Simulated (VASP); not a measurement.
# OsC2 (Cmme) in VASP: single point with r2SCAN

Aim: the single point of OsC2 with r2SCAN.

All numbers are computed with VASP 6.6.1; they aren't measurements. Logs are shortened: lines on timing, memory, paths and dates and some standing lists are left out, and cuts for length are marked.

**1. The cell of the first run**

Symmetry: Cmme, No. 67, orthorhombic system. The conventional cell has a = 5.243 Å, b = 6.981 Å, c = 4.248 Å, α = 90.00°, β = 90.00°, γ = 90.00°. Within 2.5 Å of Os (site symmetry mm2) lie 4 C at 1.86 to 1.92 Å. C (site symmetry 2/m) has 2 Os at 1.92 Å within 2.5 Å. C (site symmetry 2/m) has 2 Os at 1.86 Å within 2.5 Å.

**2. Single point, r2SCAN**

POSCAR

```
OsC2
1.0
    2.6215839638     -3.4905280615      0.0000000000
    2.6215839638      3.4905280615      0.0000000000
    0.0000000000      0.0000000000      4.2475151808
Os C
2 4
Direct
    0.7500000000      0.2500000000      0.6884382442
    0.2500000000      0.7500000000      0.3115617558
    0.5000000000      0.5000000000      0.5000000000
    0.0000000000      0.0000000000      0.5000000000
    0.0000000000      0.5000000000      0.0000000000
    0.5000000000      0.0000000000      0.0000000000
```

INCAR.step1

```
PREC = Accurate
ENCUT = 520
ISMEAR = 0
SIGMA = 0.1
LREAL = F
LASPH = T
NELM = 60
NBANDS = 25
GGA = PE
ALGO = Normal
EDIFF = 1E-4
LWAVE = T
LCHARG = F
```

INCAR.step2

```
PREC = Accurate
ENCUT = 520
EDIFF = 1E-7
ISMEAR = 0
SIGMA = 0.1
LREAL = F
LASPH = T
NELM = 60
ALGO = Normal
ISIF = 2
LWAVE = F
LCHARG = F
METAGGA = R2SCAN
LMIXTAU = T
NBANDS = 25
ISTART = 1
```

KPOINTS

```
regular mesh
0
Gamma
  10 10 10
```

Potentials or basis: VASP PAW PBE potentials, release 64 (Os, C).

Launch:

```bash
$ cat potpaw_PBE.64/Os/POTCAR potpaw_PBE.64/C/POTCAR > POTCAR
$ cp INCAR.step1 INCAR
$ mpirun -np 1 vasp_std > vasp.out
$ cp INCAR.step2 INCAR
$ mpirun -np 1 vasp_std > vasp.out
```

OUTCAR:

```text
PREC = Accurate
   ENCUT = 520
   EDIFF = 1E-7
   ISMEAR = 0
   LREAL = F
   LASPH = T
   NELM = 60
   ISIF = 2
   METAGGA = R2SCAN
   ISTART = 1

 ion  position               nearest neighbor table
   1  0.750  0.250  0.688-   5 1.86   6 1.86   3 1.92   4 1.92   2 3.07   2 3.07
   2  0.250  0.750  0.312-   5 1.86   6 1.86   3 1.92   4 1.92   1 3.07   1 3.07
   3  0.500  0.500  0.500-   1 1.92   2 1.92
   4  0.000  0.000  0.500-   1 1.92   2 1.92
   5  0.000  0.500  0.000-   1 1.86   2 1.86
   6  0.500  0.000  0.000-   1 1.86   2 1.86

  LATTYP: Found a base centered orthorhombic cell.
 ALAT       =     5.2431679276
 B/A-ratio  =     1.3314576644
 C/A-ratio  =     0.8101047381

  Lattice vectors:

 A1 = (   2.6215839638,  -3.4905280615,   0.0000000000)
 A2 = (   2.6215839638,   3.4905280615,   0.0000000000)
 A3 = (   0.0000000000,   0.0000000000,   4.2475151808)

Analysis of symmetry for initial positions (statically):
=====================================================================
 Subroutine PRICEL returns:
 Original cell was already a primitive cell.

 Routine SETGRP: Setting up the symmetry group for a
 base centered orthorhombic supercell.

 Subroutine GETGRP returns: Found  8 space group operations
 (whereof  4 operations were pure point group operations)
 out of a pool of  8 trial point group operations.

The static configuration has the point symmetry C_2h.
 The point group associated with its full space group is D_2h.

Analysis of symmetry for dynamics (positions and initial velocities):
=====================================================================
 Subroutine PRICEL returns:
 Original cell was already a primitive cell.

 Routine SETGRP: Setting up the symmetry group for a
 base centered orthorhombic supercell.

 Subroutine GETGRP returns: Found  8 space group operations
 (whereof  4 operations were pure point group operations)
 out of a pool of  8 trial point group operations.

The dynamic configuration has the point symmetry C_2h.
 The point group associated with its full space group is D_2h.

 Subroutine INISYM returns: Found  8 space group operations
 (whereof  4 operations are pure point group operations),
 and found     1 'primitive' translations

----------------------------------------------------------------------------------------

                                     Primitive cell

  volume of cell :      77.7356
[... 98 lines left out ...]
   LREAL  =      F    real-space projection
   EDIFFG = 0.1E-05   stopping-criterion for IOM
   NSW    =      0    number of steps for IOM
   IBRION =     -1    ionic relax: 0-MD 1-quasi-New 2-CG
   NFREE  =      0    steps in history (QN), initial steepest desc. (CG)
   ISIF   =      2    stress and relaxation
   ISYM   =      2    0-nonsym 1-usesym 2-fastsym
   POTIM  = 0.5000    time-step for ionic-motion
   TEBEG  =    0.0;   TEEND  =   0.0 temperature during run
   PSTRESS=    0.0 pullay stress
   NELECT =      32.0000    total number of electrons
   NUPDOWN=      -1.0000    fix difference up-down
   EMIN   =  10.00;   EMAX   =-10.00  energy-range for DOS
   EFERMI =   0.00;   METHOD = LEGACY
   ISMEAR =     0;   SIGMA  =   0.10  broadening in eV -4-tet -1-fermi 0-gaus
   EFERMI_NEDOS =   21; number of points for ismear=-14 and -15
   IALGO  =     38    algorithm
   IMIX   =      4    mixing-type and parameters
     AMIX     =   0.40;   BMIX     =  1.00
     AMIX_MAG =   1.60;   BMIX_MAG =  1.00
  volume/ion in A,a.u.               =      12.96        87.43
  Fermi-wavevector in a.u.,A,eV,Ry     =   1.217825  2.301356 20.178769  1.483098
  Thomas-Fermi vector in A             =   2.353132
   LORBIT       =      0    0 simple, 1 ext, 2 COOP (PROOUT), +10 PAW based schemes
   METAGGA = R2SCAN    functional components
   LHFCALC =     F    Hartree Fock is set to
   AEXX    =    0.0000 exact exchange contribution
   IVDW    =     0    specifies the selected vdW correction
   LEPSILON=     F    determine dielectric tensor
   LRPA    =     F    only Hartree local field effects (RPA)
 non-spin polarized calculation
 Gauss-broadening in eV      SIGMA  =   0.10
  energy-cutoff  :      520.00
  volume of cell :       77.74
 maximum number of plane-waves:      2120
   NGX = 17   NGY = 17   NGZ = 15

 number of electron      32.0000001 magnetization

 Free energy of the ion-electron system (eV)
  ---------------------------------------------------
  ext. energy  EPLUGINS =         0.00000000
  ---------------------------------------------------
  free energy    TOTEN  =      -136.56029864 eV

  energy without entropy =     -136.55502466  energy(sigma->0) =     -136.55766165

 E-fermi :   4.7743     XC(G=0): -11.9847

 val. band max:        4.7664303770   @ k =   0.3000   0.2000   0.5000
 cond. band min:       4.7763210518   @ k =   0.0000   0.0000   0.3000
 fundamental gap:      0.0098906747
 Fermi energy:         4.7742804868

 k-point     1 :       0.0000    0.0000    0.0000
  band No.  band energies     occupation
      1      -9.6853      2.00000
      2      -6.8163      2.00000
      3      -6.4069      2.00000
      4      -5.2346      2.00000
      5      -2.6693      2.00000
      6      -2.4567      2.00000
[... 661 lines left out ...]
     24       9.2222      0.00000
     25       9.9505      0.00000

 [... further k-points ...]

------------------------ aborting loop because EDIFF is reached ----------------------------------------

  FORCE on cell =-STRESS in cart. coord.  units (eV):
  Direction    XX          YY          ZZ          XY          YZ          ZX
  --------------------------------------------------------------------------------------
  -------------------------------------------------------------------------------------
  Total        0.5786642      1.0503565      0.8093097      0.0000000      0.0000000      0.0000000
  in kB       11.9266199     21.6484824     16.6803619      0.0000000      0.0000000      0.0000000
  external PRESSURE =      16.7518214 kB  Pullay stress =       0.0000000 kB

 VOLUME and BASIS-vectors are now :
 -----------------------------------------------------------------------------
  energy-cutoff  :      520.00
  volume of cell :       77.74
      direct lattice vectors                 reciprocal lattice vectors
     2.621583964 -3.490528062  0.000000000     0.190724389 -0.143244802  0.000000000
     2.621583964  3.490528062  0.000000000     0.190724389  0.143244802  0.000000000
     0.000000000  0.000000000  4.247515181     0.000000000  0.000000000  0.235431766

 POSITION                                       TOTAL-FORCE (eV/Angst)
 -----------------------------------------------------------------------------------
      2.62158     -1.74526      2.92415         0.000000      0.000000     -0.114480
      2.62158      1.74526      1.32336         0.000000      0.000000      0.114480
      2.62158      0.00000      2.12376         0.000000      0.000000      0.000000
      0.00000      0.00000      2.12376        -0.000000      0.000000      0.000000
      1.31079      1.74526      0.00000         0.000000      0.000000      0.000000
      1.31079     -1.74526      0.00000         0.000000      0.000000      0.000000
 -----------------------------------------------------------------------------------
    total drift:                                0.000000     -0.000000     -0.000000

  FREE ENERGIE OF THE ION-ELECTRON SYSTEM (eV)
  ---------------------------------------------------
  free  energy   TOTEN  =      -136.5602986419 eV

  energy  without entropy=     -136.5550246641  energy(sigma->0) =     -136.55766165
```

It took 6.2 min on 1 thread of Intel Xeon 6975P-C (Granite Rapids), shared host; peak memory 0.41 GiB.

Results:

```
Free energy            : -136.5603 eV
Pressure               : 1.7 GPa
Largest force          : 0.114 eV/Å
Band gap on the k mesh : zero (bands 16 and 17 overlap by 1.01 eV)
```

Forces on the atoms (eV/Å):
```
Os   0.000  0.000 -0.114
Os   0.000  0.000  0.114
C    0.000  0.000  0.000
C    0.000  0.000  0.000
C    0.000  0.000  0.000
C    0.000  0.000  0.000
```

Levels at points of the mesh, in eV from the Fermi level:
```tsv
k point	band 14	band 15	band 16	band 17	band 18	band 19
(0.00, 0.00, 0.00)	-2.00	-1.34	-0.75	-0.30	-0.07	0.01
(0.50, 0.00, 0.00)	-2.34	-1.24	-1.24	1.28	1.28	2.57
(0.50, 0.50, 0.00)	-2.73	-2.37	-1.59	0.75	1.67	1.99
(0.00, 0.00, 0.50)	-1.07	-0.76	0.27	0.54	1.43	2.46
(0.50, 0.00, 0.50)	-3.56	-1.60	-1.60	0.46	0.46	2.60
(0.50, 0.50, 0.50)	-2.99	-2.27	-1.20	1.01	1.15	1.24
```

Caveat: the PAW data sets were made with another functional, which shifts forces and pressure a little; spin-orbit coupling is left out, which moves the levels of the heavy elements.
